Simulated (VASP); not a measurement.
# MgO (gw) (Fm-3m) in VASP: single point with PBE

Aim: the single point of MgO (gw) with PBE.

Everything below comes from runs of VASP 6.6.1. Logs are shortened: lines on timing, memory, paths and dates and some standing lists are left out, and cuts for length are marked.

**1. The cell of the first run**

The structure is cubic, space group Fm-3m (No. 225). The conventional cell has a = 4.254 Å, b = 4.254 Å, c = 4.254 Å, α = 90.00°, β = 90.00°, γ = 90.00°. Within 2.8 Å of Mg (site symmetry m-3m) lie 6 O at 2.13 Å. Within 2.8 Å of O (site symmetry m-3m) lie 6 Mg at 2.13 Å.

**2. Single point, PBE**

Input file INCAR:

```
SYSTEM = MgO
PREC = Accurate
ENCUT = 600
EDIFF = 1E-6
ISMEAR = 0
SIGMA = 0.01
LREAL = .FALSE.
LASPH = .TRUE.
NELM = 120
ALGO = Normal
ISIF = 2
LWAVE = .FALSE.
LCHARG = .FALSE.
GGA = PE
NBANDS = 11
GGA_COMPAT = .FALSE.
```

Input file KPOINTS:

```
Automatic mesh
0
G
  6 6 6
  0 0 0
```

Input file POSCAR:

```
MgO
1.0
    0.0000000000      2.1269094260      2.1269094260
    2.1269094260      0.0000000000      2.1269094260
    2.1269094260      2.1269094260      0.0000000000
Mg O
1 1
Direct
    0.0000000000      0.0000000000      0.0000000000
    0.5000000000      0.5000000000      0.5000000000
```

Potentials or basis: VASP PAW PBE potentials, release 64 (Mg, O).

Started as:

```bash
cat potpaw_PBE.64/Mg/POTCAR potpaw_PBE.64/O/POTCAR > POTCAR
mpirun -np 1 vasp_std > vasp.out
```

OUTCAR:

```text
SYSTEM = MgO
   PREC = Accurate
   ENCUT = 600
   EDIFF = 1E-6
   ISMEAR = 0
   LREAL = .FALSE.
   LASPH = .TRUE.
   NELM = 120
   ISIF = 2
   GGA = PE

 ion  position               nearest neighbor table
   1  0.000  0.000  0.000-   2 2.13   2 2.13   2 2.13   2 2.13   2 2.13   2 2.13
   2  0.500  0.500  0.500-   1 2.13   1 2.13   1 2.13   1 2.13   1 2.13   1 2.13

  LATTYP: Found a face centered cubic cell.
 ALAT       =     4.2538188520

  Lattice vectors:

 A1 = (   0.0000000000,   2.1269094260,   2.1269094260)
 A2 = (   2.1269094260,   0.0000000000,   2.1269094260)
 A3 = (   2.1269094260,   2.1269094260,   0.0000000000)

Analysis of symmetry for initial positions (statically):
=====================================================================
 Subroutine PRICEL returns:
 Original cell was already a primitive cell.

 Routine SETGRP: Setting up the symmetry group for a
 face centered cubic supercell.

 Subroutine GETGRP returns: Found 48 space group operations
 (whereof 48 operations were pure point group operations)
 out of a pool of 48 trial point group operations.

The static configuration has the point symmetry O_h .

Analysis of symmetry for dynamics (positions and initial velocities):
=====================================================================
 Subroutine PRICEL returns:
 Original cell was already a primitive cell.

 Routine SETGRP: Setting up the symmetry group for a
 face centered cubic supercell.

 Subroutine GETGRP returns: Found 48 space group operations
 (whereof 48 operations were pure point group operations)
 out of a pool of 48 trial point group operations.

The dynamic configuration has the point symmetry O_h .

 Subroutine INISYM returns: Found 48 space group operations
 (whereof 48 operations are pure point group operations),
 and found     1 'primitive' translations

----------------------------------------------------------------------------------------

                                     Primitive cell

  volume of cell :      19.2432

  direct lattice vectors                    reciprocal lattice vectors
     0.000000000  2.126909426  2.126909426    -0.235082883  0.235082883  0.235082883
     2.126909426  0.000000000  2.126909426     0.235082883 -0.235082883  0.235082883
     2.126909426  2.126909426  0.000000000     0.235082883  0.235082883 -0.235082883

  length of vectors
     3.007904156  3.007904156  3.007904156     0.407175498  0.407175498  0.407175498

  position of ions in fractional coordinates (direct lattice)
     0.000000000  0.000000000  0.000000000
     0.500000000  0.500000000  0.500000000

  ion indices of the primitive-cell ions
   primitive index   ion index
                 1           1
                 2           2

----------------------------------------------------------------------------------------

 KPOINTS: Automatic mesh

Automatic generation of k-mesh.
 Grid dimensions read from file:
 generate k-points for:    6    6    6

 Generating k-lattice:

  Cartesian coordinates                     Fractional coordinates (reciprocal lattice)
    -0.039180481  0.039180481  0.039180481     0.166666667  0.000000000  0.000000000
     0.039180481 -0.039180481  0.039180481     0.000000000  0.166666667  0.000000000
     0.039180481  0.039180481 -0.039180481     0.000000000  0.000000000  0.166666667

  Length of vectors
     0.067862583  0.067862583  0.067862583

  Shift w.r.t. Gamma in fractional coordinates (k-lattice)
     0.000000000  0.000000000  0.000000000

 Subroutine IBZKPT returns following result:
 ===========================================

 Found     16 irreducible k-points:

 Following reciprocal coordinates:
            Coordinates               Weight
  0.000000  0.000000  0.000000      1.000000
  0.166667  0.000000  0.000000      8.000000
  0.333333  0.000000  0.000000      8.000000
  0.500000  0.000000  0.000000      4.000000
  0.166667  0.166667  0.000000      6.000000
  0.333333  0.166667  0.000000     24.000000
[... 8 lines left out ...]
 -0.333333  0.333333  0.166667     24.000000
 -0.333333  0.500000  0.166667     12.000000
   k-points           NKPTS =     16   k-points in BZ     NKDIM =     16   number of bands    NBANDS=     11
   number of dos      NEDOS =    301   number of ions     NIONS =      2
   total plane-waves  NPLWV =  13824
   dimension x,y,z NGX =    24 NGY =   24 NGZ =   24
   dimension x,y,z NGXF=    48 NGYF=   48 NGZF=   48
   ions per type =               1   1
   NGX,Y,Z   is equivalent  to a cutoff of  13.26, 13.26, 13.26 a.u.
   NGXF,Y,Z  is equivalent  to a cutoff of  26.53, 26.53, 26.53 a.u.
 SYSTEM =  MgO
   PREC   = accura    normal or accurate (medium, high low for compatibility)
   ISTART =      0    job   : 0-new  1-cont  2-samecut
   ICHARG =      2    charge: 1-file 2-atom 10-const
   ISPIN  =      1    spin polarized calculation?
   LNONCOLLINEAR =      F non collinear calculations
   LSORBIT =      F    spin-orbit coupling
   LASPH  =      T    aspherical Exc in radial PAW
   ENCUT  =  600.0 eV  44.10 Ry    6.64 a.u.   6.01  6.01  6.01*2*pi/ulx,y,z
   NELM   =    120;   NELMIN=  2; NELMDL= -5     # of ELM steps
   EDIFF  = 0.1E-05   stopping-criterion for ELM
   LREAL  =      F    real-space projection
   EDIFFG = 0.1E-04   stopping-criterion for IOM
   NSW    =      0    number of steps for IOM
   IBRION =     -1    ionic relax: 0-MD 1-quasi-New 2-CG
   NFREE  =      0    steps in history (QN), initial steepest desc. (CG)
   ISIF   =      2    stress and relaxation
   ISYM   =      2    0-nonsym 1-usesym 2-fastsym
   POTIM  = 0.5000    time-step for ionic-motion
   TEBEG  =    0.0;   TEEND  =   0.0 temperature during run
   PSTRESS=    0.0 pullay stress
   NELECT =       8.0000    total number of electrons
   NUPDOWN=      -1.0000    fix difference up-down
   EMIN   =  10.00;   EMAX   =-10.00  energy-range for DOS
   EFERMI =   0.00;   METHOD = LEGACY
   ISMEAR =     0;   SIGMA  =   0.01  broadening in eV -4-tet -1-fermi 0-gaus
   EFERMI_NEDOS =   21; number of points for ismear=-14 and -15
   IALGO  =     38    algorithm
   IMIX   =      4    mixing-type and parameters
     AMIX     =   0.40;   BMIX     =  1.00
     AMIX_MAG =   1.60;   BMIX_MAG =  1.00
  volume/ion in A,a.u.               =       9.62        64.93
  Fermi-wavevector in a.u.,A,eV,Ry     =   1.221835  2.308933 20.311870  1.492880
  Thomas-Fermi vector in A             =   2.357003
   LORBIT       =      0    0 simple, 1 ext, 2 COOP (PROOUT), +10 PAW based schemes
   GGA     = PE    functional components
   LHFCALC =     F    Hartree Fock is set to
   AEXX    =    0.0000 exact exchange contribution
   IVDW    =     0    specifies the selected vdW correction
   LEPSILON=     F    determine dielectric tensor
   LRPA    =     F    only Hartree local field effects (RPA)
 non-spin polarized calculation
 Gauss-broadening in eV      SIGMA  =   0.01
  energy-cutoff  :      600.00
  volume of cell :       19.24
 maximum number of plane-waves:       654
   NGX = 13   NGY = 13   NGZ = 13

 number of electron       8.0000004 magnetization

 Free energy of the ion-electron system (eV)
  ---------------------------------------------------
  ext. energy  EPLUGINS =         0.00000000
  ---------------------------------------------------
  free energy    TOTEN  =       -11.91440197 eV

  energy without entropy =      -11.91440197  energy(sigma->0) =      -11.91440197

 E-fermi :   3.0777     XC(G=0): -10.9391

 val. band max:        2.9673259681   @ k =   0.0000   0.0000   0.0000
 cond. band min:       7.4115025688   @ k =   0.0000   0.0000   0.0000
 fundamental gap:      4.4441766007
 Fermi energy:         3.0776913960

 k-point     1 :       0.0000    0.0000    0.0000
  band No.  band energies     occupation
      1     -14.1465      2.00000
      2       2.9673      2.00000
      3       2.9673      2.00000
      4       2.9673      2.00000
      5       7.4115      0.00000
      6      18.6003      0.00000
      7      18.6003      0.00000
      8      18.6003      0.00000
      9      22.4380      0.00000
     10      24.1802      0.00000
     11      24.1802      0.00000

 k-point     2 :       0.1667    0.0000    0.0000
  band No.  band energies     occupation
      1     -13.8784      2.00000
      2       1.4805      2.00000
      3       2.8020      2.00000
      4       2.8020      2.00000
      5       8.8385      0.00000
      6      16.2762      0.00000
      7      19.1391      0.00000
      8      19.1391      0.00000
      9      22.8426      0.00000
     10      22.8426      0.00000
     11      24.8165      0.00000

 k-point     3 :       0.3333    0.0000    0.0000
  band No.  band energies     occupation
      1     -13.2784      2.00000
      2      -0.6117      2.00000
      3       2.4925      2.00000
      4       2.4925      2.00000
      5      10.4006      0.00000
      6      15.0374      0.00000
      7      19.2620      0.00000
      8      19.2620      0.00000
      9      23.5415      0.00000
     10      23.5415      0.00000
     11      23.9296      0.00000

 k-point     4 :       0.5000    0.0000    0.0000
  band No.  band energies     occupation
      1     -12.9360      2.00000
      2      -1.5211      2.00000
      3       2.3469      2.00000
      4       2.3469      2.00000
      5      10.6781      0.00000
      6      15.2374      0.00000
      7      18.9754      0.00000
      8      18.9754      0.00000
      9      23.4170      0.00000
     10      25.0955      0.00000
     11      25.0955      0.00000
[... 127 lines left out ...]
 k-point    14 :       0.5000    0.3333    0.1667
  band No.  band energies     occupation
      1     -12.9271      2.00000
      2      -0.4766      2.00000
      3       1.1788      2.00000
      4       1.9892      2.00000
      5      12.6731      0.00000
      6      13.9032      0.00000
      7      16.1998      0.00000
      8      19.7790      0.00000
      9      22.0895      0.00000
     10      25.4683      0.00000
     11      30.3317      0.00000

 k-point    15 :      -0.3333    0.3333    0.1667
  band No.  band energies     occupation
      1     -12.7174      2.00000
      2      -0.5142      2.00000
      3       0.5795      2.00000
      4       1.7460      2.00000
      5      13.3239      0.00000
      6      14.6649      0.00000
      7      15.3729      0.00000
      8      19.0873      0.00000
      9      23.3919      0.00000
     10      24.5777      0.00000
     11      30.1821      0.00000

 k-point    16 :      -0.3333    0.5000    0.1667
  band No.  band energies     occupation
      1     -12.6522      2.00000
      2      -0.4831      2.00000
      3       0.7983      2.00000
      4       1.3493      2.00000
      5      13.3933      0.00000
      6      14.0387      0.00000
      7      15.1802      0.00000
      8      19.0575      0.00000
      9      22.7288      0.00000
     10      27.2123      0.00000
     11      28.6517      0.00000

------------------------ aborting loop because EDIFF is reached ----------------------------------------

  FORCE on cell =-STRESS in cart. coord.  units (eV):
  Direction    XX          YY          ZZ          XY          YZ          ZX
  --------------------------------------------------------------------------------------
  -------------------------------------------------------------------------------------
  Total       -0.1243904     -0.1243904     -0.1243904     -0.0000000      0.0000000     -0.0000000
  in kB      -10.3566792    -10.3566792    -10.3566792     -0.0000000      0.0000000     -0.0000000
  external PRESSURE =     -10.3566792 kB  Pullay stress =       0.0000000 kB

 VOLUME and BASIS-vectors are now :
 -----------------------------------------------------------------------------
  energy-cutoff  :      600.00
  volume of cell :       19.24
      direct lattice vectors                 reciprocal lattice vectors
     0.000000000  2.126909426  2.126909426    -0.235082883  0.235082883  0.235082883
     2.126909426  0.000000000  2.126909426     0.235082883 -0.235082883  0.235082883
     2.126909426  2.126909426  0.000000000     0.235082883  0.235082883 -0.235082883

 POSITION                                       TOTAL-FORCE (eV/Angst)
 -----------------------------------------------------------------------------------
      0.00000      0.00000      0.00000         0.000000      0.000000      0.000000
      2.12691      2.12691      2.12691         0.000000      0.000000      0.000000
 -----------------------------------------------------------------------------------
    total drift:                               -0.000000     -0.000000      0.000000

  FREE ENERGIE OF THE ION-ELECTRON SYSTEM (eV)
  ---------------------------------------------------
  free  energy   TOTEN  =       -11.9144019707 eV

  energy  without entropy=      -11.9144019707  energy(sigma->0) =      -11.91440197
```

Run time: 6.6 s. Hardware: 1 thread of Intel Xeon 8259CL, shared host; peak memory 0.14 GiB.

Results:

| Property | Result |
| --- | --- |
| Free energy | -11.9144 eV |
| Pressure | -1.0 GPa |
| Band gap on the k mesh | 4.44 eV, direct |

Levels at points of the mesh, in eV from the valence-band top:
| k point | band 1 | band 2 | band 3 | band 4 | band 5 | band 6 | band 7 | band 8 |
| --- | --- | --- | --- | --- | --- | --- | --- | --- |
| (0.00, 0.00, 0.00) | -17.11 | 0.00 | 0.00 | 0.00 | 4.44 | 15.63 | 15.63 | 15.63 |
| (0.50, 0.00, 0.00) | -15.90 | -4.49 | -0.62 | -0.62 | 7.71 | 12.27 | 16.01 | 16.01 |
| (0.50, 0.50, 0.00) | -15.66 | -3.96 | -1.31 | -1.31 | 9.08 | 9.65 | 12.79 | 18.52 |

Caveat: the k points lie up to 0.43 Å⁻¹ apart. Expect the measured gap to be larger: semilocal functionals such as PBE lack the derivative discontinuity.
